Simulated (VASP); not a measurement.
Ir, 1 atom in the cell. Symmetry: Fm-3m, No. 225, cubic system. Conventional cell: a = 3.831 Å, b = 3.831 Å, c = 3.831 Å, α = 90.00°, β = 90.00°, γ = 90.00°. Within 3.6 Å of Ir (site symmetry m-3m) lie 12 Ir at 2.71 Å. 

| Property | Result |
| --- | --- |
| Program | VASP 6.6.1 |
| Task | relaxation of cell and atoms |
| Functional | PBEsol |
| Dispersion | D3(BJ) |
| Potentials or basis | VASP PAW PBE potentials, release 64 (Ir) |
| Cutoff | 600 eV |
| k mesh | 12 × 12 × 12 |
| Occupations | fermi-dirac, width 0.05 eV |
| Spin | no spin polarisation |
| Dipole correction | no |
| Further INCAR settings | ALGO = Normal; EDIFF = 1e-07; IBRION = 2; EDIFFG = -0.005; NSW = 80; ISIF = 3 |

Potentials or basis: VASP PAW PBE potentials, release 64 (Ir).

The run is started by

```sh
$ cat potpaw_PBE.64/Ir/POTCAR > POTCAR
$ mpirun -np 1 vasp_std > vasp.out
```

Hardware: 1 thread of AMD EPYC 9R45 (Zen 5), with other jobs on the host.

Q: How long does it take, and how much memory?

A: Wall time 33 s on 1 thread of AMD EPYC 9R45 (Zen 5), with other jobs on the host, peak memory 0.14 GiB. Counts: scf iterations 32, k points 72, ion steps 4.
